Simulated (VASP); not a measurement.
# Ni (Fm-3m) in VASP: relaxation of cell and atoms with LDA

Aim: the relaxation of cell and atoms of Ni with LDA.

Program: VASP 6.6.1. These are calculated values, not measurements. Logs are shortened: lines on timing, memory, paths and dates and some standing lists are left out, and cuts for length are marked.

### 1 The cell of the first run

The structure is cubic, space group Fm-3m (No. 225). The conventional cell has a = 3.425 Å, b = 3.425 Å, c = 3.425 Å, α = 90.00°, β = 90.00°, γ = 90.00°. Within 3.2 Å of Ni (site symmetry m-3m) lie 12 Ni at 2.42 Å.

### 2 Relaxation of cell and atoms, LDA, collinear spin, ferromagnetic start

INCAR reads:

```
  PREC = Accurate
  ENCUT = 600
  EDIFF = 1E-6
  ISMEAR = -1
  SIGMA = 0.05
  LREAL = F
  LASPH = T
  NELM = 150
  ALGO = Normal
  ISIF = 3
  LWAVE = F
  LCHARG = F
  ISPIN = 2
  MAGMOM = 1
  LORBIT = 11
  LMAXMIX = 4
  IBRION = 2
  NSW = 60
  EDIFFG = -0.005
```

KPOINTS reads:

```
regular mesh
0
Gamma
  20 20 20
```

POSCAR reads:

```
Ni
1.0
    0.0000000000      1.7124802420      1.7124802420
    1.7124802420      0.0000000000      1.7124802420
    1.7124802420      1.7124802420      0.0000000000
Ni
1
Direct
    0.0000000000      0.0000000000      0.0000000000
```

Potentials or basis: VASP PAW LDA potentials, release 64 (Ni).

The run is started by

```console
$ cat potpaw_LDA.64/Ni/POTCAR > POTCAR
$ mpirun -np 1 vasp_std > vasp.out
```

OUTCAR:

```text
PREC = Accurate
   ENCUT = 600
   EDIFF = 1E-6
   ISMEAR = -1
   LREAL = F
   LASPH = T
   NELM = 150
   ISIF = 3
   ISPIN = 2
   LORBIT = 11
   IBRION = 2
   NSW = 60
   EDIFFG = -0.005

 ion  position               nearest neighbor table
   1  0.000  0.000  0.000-

  LATTYP: Found a face centered cubic cell.
 ALAT       =     3.4249604840

  Lattice vectors:

 A1 = (   0.0000000000,   1.7124802420,   1.7124802420)
 A2 = (   1.7124802420,   0.0000000000,   1.7124802420)
 A3 = (   1.7124802420,   1.7124802420,   0.0000000000)

Analysis of symmetry for initial positions (statically):
=====================================================================
 Subroutine PRICEL returns:
 Original cell was already a primitive cell.

 Routine SETGRP: Setting up the symmetry group for a
 face centered cubic supercell.

 Subroutine GETGRP returns: Found 48 space group operations
 (whereof 48 operations were pure point group operations)
 out of a pool of 48 trial point group operations.

The static configuration has the point symmetry O_h .

Analysis of symmetry for dynamics (positions and initial velocities):
=====================================================================
 Subroutine PRICEL returns:
 Original cell was already a primitive cell.

 Routine SETGRP: Setting up the symmetry group for a
 face centered cubic supercell.

 Subroutine GETGRP returns: Found 48 space group operations
 (whereof 48 operations were pure point group operations)
 out of a pool of 48 trial point group operations.

The dynamic configuration has the point symmetry O_h .

Analysis of structural, dynamic, and magnetic symmetry:
=====================================================================
 Subroutine PRICEL returns:
 Original cell was already a primitive cell.

 Routine SETGRP: Setting up the symmetry group for a
 face centered cubic supercell.

 Subroutine GETGRP returns: Found 48 space group operations
 (whereof 48 operations were pure point group operations)
 out of a pool of 48 trial point group operations.

The overall configuration has the point symmetry O_h .

 Subroutine INISYM returns: Found 48 space group operations
 (whereof 48 operations are pure point group operations),
 and found     1 'primitive' translations

----------------------------------------------------------------------------------------

                                     Primitive cell

  volume of cell :      10.0440

  direct lattice vectors                    reciprocal lattice vectors
     0.000000000  1.712480242  1.712480242    -0.291974172  0.291974172  0.291974172
     1.712480242  0.000000000  1.712480242     0.291974172 -0.291974172  0.291974172
     1.712480242  1.712480242  0.000000000     0.291974172  0.291974172 -0.291974172

  length of vectors
     2.421812784  2.421812784  2.421812784     0.505714100  0.505714100  0.505714100

  position of ions in fractional coordinates (direct lattice)
     0.000000000  0.000000000  0.000000000

  ion indices of the primitive-cell ions
   primitive index   ion index
                 1           1

----------------------------------------------------------------------------------------

 KPOINTS: regular mesh

Automatic generation of k-mesh.
 Grid dimensions read from file:
 generate k-points for:   20   20   20

 Generating k-lattice:

  Cartesian coordinates                     Fractional coordinates (reciprocal lattice)
    -0.014598709  0.014598709  0.014598709     0.050000000  0.000000000  0.000000000
     0.014598709 -0.014598709  0.014598709     0.000000000  0.050000000  0.000000000
     0.014598709  0.014598709 -0.014598709     0.000000000  0.000000000  0.050000000

  Length of vectors
     0.025285705  0.025285705  0.025285705

  Shift w.r.t. Gamma in fractional coordinates (k-lattice)
     0.000000000  0.000000000  0.000000000

 Subroutine IBZKPT returns following result:
 ===========================================

 Found    256 irreducible k-points:

 Following reciprocal coordinates:
            Coordinates               Weight
  0.000000  0.000000  0.000000      1.000000
  0.050000  0.000000  0.000000      8.000000
  0.100000  0.000000  0.000000      8.000000
  0.150000  0.000000  0.000000      8.000000
  0.200000  0.000000  0.000000      8.000000
  0.250000  0.000000  0.000000      8.000000
[... 16 lines left out ...]
 -0.400000  0.050000  0.000000     24.000000
 -0.350000  0.050000  0.000000     24.000000
 [... further k-points ...]
   k-points           NKPTS =    256   k-points in BZ     NKDIM =    256   number of bands    NBANDS=     10
   number of dos      NEDOS =    301   number of ions     NIONS =      1
   total plane-waves  NPLWV =   8000
   dimension x,y,z NGX =    20 NGY =   20 NGZ =   20
   dimension x,y,z NGXF=    40 NGYF=   40 NGZF=   40
   ions per type =               1
   NGX,Y,Z   is equivalent  to a cutoff of  13.73, 13.73, 13.73 a.u.
   NGXF,Y,Z  is equivalent  to a cutoff of  27.46, 27.46, 27.46 a.u.
 SYSTEM =  unknown system
   PREC   = accura    normal or accurate (medium, high low for compatibility)
   ISTART =      0    job   : 0-new  1-cont  2-samecut
   ICHARG =      2    charge: 1-file 2-atom 10-const
   ISPIN  =      2    spin polarized calculation?
   LNONCOLLINEAR =      F non collinear calculations
   LSORBIT =      F    spin-orbit coupling
   LASPH  =      T    aspherical Exc in radial PAW
   ENCUT  =  600.0 eV  44.10 Ry    6.64 a.u.   4.84  4.84  4.84*2*pi/ulx,y,z
   NELM   =    150;   NELMIN=  2; NELMDL= -5     # of ELM steps
   EDIFF  = 0.1E-05   stopping-criterion for ELM
   LREAL  =      F    real-space projection
   EDIFFG = -.5E-02   stopping-criterion for IOM
   NSW    =     60    number of steps for IOM
   IBRION =      2    ionic relax: 0-MD 1-quasi-New 2-CG
   NFREE  =      1    steps in history (QN), initial steepest desc. (CG)
   ISIF   =      3    stress and relaxation
   ISYM   =      2    0-nonsym 1-usesym 2-fastsym
   POTIM  = 0.5000    time-step for ionic-motion
   TEBEG  =    0.0;   TEEND  =   0.0 temperature during run
   PSTRESS=    0.0 pullay stress
   NELECT =      10.0000    total number of electrons
   NUPDOWN=      -1.0000    fix difference up-down
   EMIN   =  10.00;   EMAX   =-10.00  energy-range for DOS
   EFERMI =   0.00;   METHOD = LEGACY
   ISMEAR =    -1;   SIGMA  =   0.05  broadening in eV -4-tet -1-fermi 0-gaus
   EFERMI_NEDOS =   21; number of points for ismear=-14 and -15
   IALGO  =     38    algorithm
   IMIX   =      4    mixing-type and parameters
     AMIX     =   0.40;   BMIX     =  1.00
     AMIX_MAG =   1.60;   BMIX_MAG =  1.00
  volume/ion in A,a.u.               =      10.04        67.78
  Fermi-wavevector in a.u.,A,eV,Ry     =   1.634705  3.089144 36.358289  2.672259
  Thomas-Fermi vector in A             =   2.726299
   LORBIT       =     11    0 simple, 1 ext, 2 COOP (PROOUT), +10 PAW based schemes
   GGA     = CA    functional components
   LHFCALC =     F    Hartree Fock is set to
   AEXX    =    0.0000 exact exchange contribution
   IVDW    =     0    specifies the selected vdW correction
   LEPSILON=     F    determine dielectric tensor
   LRPA    =     F    only Hartree local field effects (RPA)
 conjugate gradient relaxation of ions
 spin polarized calculation
  energy-cutoff  :      600.00
  volume of cell :       10.04
 maximum number of plane-waves:       344
   NGX =  9   NGY =  9   NGZ =  9

--------------------------------------- Ionic step        1  -------------------------------------------

 number of electron      10.0000000 magnetization       1.0000000

 number of electron       9.9999993 magnetization       0.5942926

 Free energy of the ion-electron system (eV)
  ---------------------------------------------------
  ext. energy  EPLUGINS =         0.00000000
  ---------------------------------------------------
  free energy    TOTEN  =        -6.58572737 eV

  energy without entropy =       -6.57155251  energy(sigma->0) =       -6.57863994

------------------------ aborting loop because EDIFF is reached ----------------------------------------

  FORCE on cell =-STRESS in cart. coord.  units (eV):
  Direction    XX          YY          ZZ          XY          YZ          ZX
  --------------------------------------------------------------------------------------
  -------------------------------------------------------------------------------------
  Total       -0.0287466     -0.0287466     -0.0287466      0.0000000      0.0000000      0.0000000
  in kB       -4.5855315     -4.5855315     -4.5855315      0.0000000      0.0000000      0.0000000
  external PRESSURE =      -4.5855315 kB  Pullay stress =       0.0000000 kB
[... 55 lines left out ...]
  energy  without entropy=       -6.5715570742  energy(sigma->0) =       -6.57862663

--------------------------------------- Ionic step        3  -------------------------------------------

 number of electron       9.9999993 magnetization       0.5941756

 Free energy of the ion-electron system (eV)
  ---------------------------------------------------
  ext. energy  EPLUGINS =         0.00000000
  ---------------------------------------------------
  free energy    TOTEN  =        -6.58574769 eV

  energy without entropy =       -6.57158841  energy(sigma->0) =       -6.57866805

 E-fermi :  10.2365     XC(G=0): -14.1033

 val. band max:       10.2353480119   @ k =   0.4500   0.1500   0.0500
 cond. band min:      10.2407252875   @ k =   0.5000   0.3500   0.1000
 fundamental gap:      0.0053772756
 Fermi energy:        10.2365414666

 spin component 1

 k-point     1 :       0.0000    0.0000    0.0000
  band No.  band energies     occupation
      1       0.6763      1.00000
      2       7.6737      1.00000
      3       7.6737      1.00000
      4       7.6737      1.00000
      5       8.9686      1.00000
      6       8.9686      1.00000
      7      34.7029      0.00000
      8      39.1114      0.00000
      9      39.1114      0.00000
     10      39.1114      0.00000
[... 287 lines left out ...]
 k-point    24 :      -0.3500    0.0500    0.0000
  band No.  band energies     occupation
      1       4.6530      1.00000
      2       7.7425      1.00000
      3       7.8038      1.00000
      4       7.9183      1.00000
      5       9.3779      1.00000
      6       9.7660      0.99992
      7      20.1028      0.00000
      8      32.8626      0.00000
      9      35.4377      0.00000
     10      37.5978      0.00000

 [... further k-points ...]

 spin component 2

 k-point     1 :       0.0000    0.0000    0.0000
  band No.  band energies     occupation
      1       0.7238      1.00000
      2       8.2800      1.00000
      3       8.2800      1.00000
      4       8.2800      1.00000
      5       9.5298      1.00000
      6       9.5298      1.00000
      7      34.6937      0.00000
      8      39.1605      0.00000
      9      39.1605      0.00000
     10      39.1605      0.00000
[... 327 lines left out ...]
  FREE ENERGIE OF THE ION-ELECTRON SYSTEM (eV)
  ---------------------------------------------------
  free  energy   TOTEN  =        -6.5857476935 eV

  energy  without entropy=       -6.5715884135  energy(sigma->0) =       -6.57866805

 reached required accuracy - stopping structural energy minimisation

 total charge

# of ion       s       p       d       tot
------------------------------------------
    1        0.536   0.573   8.368   9.476

 magnetization (x)

# of ion       s       p       d       tot
------------------------------------------
    1       -0.005  -0.018   0.617   0.594
```

It took 42 s on 1 thread of Intel Xeon 6975P-C (Granite Rapids), shared host; peak memory 0.16 GiB.

Results:

```yaml
Free_energy: -6.5857 eV
Relaxed_volume: 10.03 Å³/atom
Relaxed_cell: a = 2.420 Å, b = 2.420 Å, c = 2.420 Å, α = 60.00°, β = 60.00°, γ = 60.00°
Space_group_after_relaxing_to_0.1_Å: Fm-3m (No. 225)
Energy_gained_by_relaxing: 0.0 meV/atom
Ionic_steps: 3
Pressure_after_relaxing: 0.0 GPa
Net_moment: 0.59 μB per cell
Site_moments: Ni +0.59 μB
Valence_electrons_inside_the_program's_atomic_spheres: Ni 9.48
```

Final structure:
```
CELL_PARAMETERS angstrom
0.00000 1.71151 1.71151
1.71151 0.00000 1.71151
1.71151 1.71151 0.00000
ATOMIC_POSITIONS crystal
Ni 0.00000 0.00000 0.00000
```

Levels at points of the mesh, in eV from the Fermi level:
Spin up:
```csv
k point,band 1,band 2,band 3,band 4,band 5,band 6,band 7,band 8,band 9,band 10
"(0.00, 0.00, 0.00)",-9.56,-2.56,-2.56,-2.56,-1.27,-1.27,24.47,28.87,28.87,28.87
"(0.50, 0.00, 0.00)",-5.25,-2.58,-2.58,-0.48,-0.48,-0.40,6.33,22.95,26.01,26.01
"(0.50, 0.50, 0.00)",-5.12,-4.58,-0.45,-0.31,-0.31,2.51,10.04,15.55,15.55,20.88
```
Spin down:
```tsv
k point	band 1	band 2	band 3	band 4	band 5	band 6	band 7	band 8	band 9	band 10
(0.00, 0.00, 0.00)	-9.51	-1.96	-1.96	-1.96	-0.71	-0.71	24.46	28.92	28.92	28.92
(0.50, 0.00, 0.00)	-4.88	-2.03	-2.03	-0.37	0.16	0.16	6.71	22.93	26.13	26.13
(0.50, 0.50, 0.00)	-4.77	-4.08	0.13	0.39	0.39	2.57	10.32	15.63	15.63	21.12
```
